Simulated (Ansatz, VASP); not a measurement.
# Two plane-wave programs on C

```xyz
1
Lattice="0.0000 1.5495 1.5495 1.5495 0.0000 1.5495 1.5495 1.5495 0.0000" Properties=species:S:1:pos:R:3 pbc="T T T"
C     0.0000    0.0000    0.0000
```

Alike in both runs: functional revPBE; k mesh 18 × 18 × 18; occupations fermi-dirac, width 0.1 eV; no spin polarisation.

Ansatz relaxed the structure, and its values are those at the end. VASP's run is a single point on that final structure, the one shown.

```csv
,VASP,Ansatz
version,VASP 6.6.1,Ansatz 0.2.0
potentials or method,"VASP PAW PBE potentials, release 64 (C), cutoff 520 eV","plane waves (420 eV) with PAW, scalar-relativistic"
valence electrons in the cell,4,4
```

```tsv
	VASP	Ansatz	Ansatz less VASP
pressure (GPa)	0.0	0.0	-0.04
```

VASP's potentials were made for PBE, not for revPBE. The functional is the same, so the differences come from potentials, cutoffs and numerics.
